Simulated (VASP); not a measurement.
Input of a VASP 6.6.1 run:

The input INCAR:

```
SYSTEM = Si5F
PREC = Accurate ; ENCUT = 600
EDIFF = 1E-6 ; ISMEAR = 0
SIGMA = 0.1 ; LREAL = .FALSE.
LASPH = .TRUE. ; NELM = 60
ALGO = Normal ; ISIF = 3
LWAVE = .FALSE. ; LCHARG = .FALSE.
GGA = PE ; IBRION = 2
NSW = 90 ; EDIFFG = -0.04
```

The input KPOINTS:

```
Automatic mesh
0
G
  6 6 4
  0 0 0
```

File POSCAR:

```
Si5F
1.0
    5.0773131200      0.0000000000      0.0000000000
   -2.5386565600      4.3970821400      0.0000000000
    0.0000000000      0.0000000000      4.8518775800
Si F
5 1
Direct
    0.3333333300      0.6666666700      0.7377878200
    0.3333333300      0.6666666700      0.2622121800
    0.6666666700      0.3333333300      0.2622121800
    0.6666666700      0.3333333300      0.7377878200
    0.0000000000      0.0000000000      0.0000000000
    0.0000000000      0.0000000000      0.5000000000
```

Potentials or basis: VASP PAW PBE potentials, release 64 (Si, F).

Command:

```sh
$ cat potpaw_PBE.64/Si/POTCAR potpaw_PBE.64/F/POTCAR > POTCAR
$ mpirun -np 1 vasp_std > vasp.out
```

Question: What does it give for the band gap on the k mesh?

Answer: Zero (an odd number of electrons rules out a gap without spin polarisation).

Question: What does it give for the space group after relaxing (to 0.1 Å)?

Answer: P6/mmm (No. 191).

Question: Estimate the relaxed cell.

Answer: a = 4.343 Å, b = 4.343 Å, c = 5.136 Å, α = 90.00°, β = 90.00°, γ = 120.00°.

The path:
```csv
step,energy change (eV),largest force (eV/Å),pressure (GPa),volume (Å³)
1,0.0000,1.2793,-8.87,108.32
2,-1.0678,0.2645,-3.84,93.31
3,-1.2487,0.8552,1.85,85.86
4,-1.6889,1.2775,3.22,81.72
5,-1.6937,1.1366,4.57,80.77
6,-1.8515,0.1077,-1.01,84.98
7,-1.8539,0.2386,-0.41,84.37
8,-1.8865,0.0167,0.18,83.89
```

Caveat: the volume moved by over 15 % at a fixed basis, so the end points are rough; an odd number of electrons without spin polarisation forces a metal; a magnetic or distorted state may lie lower.
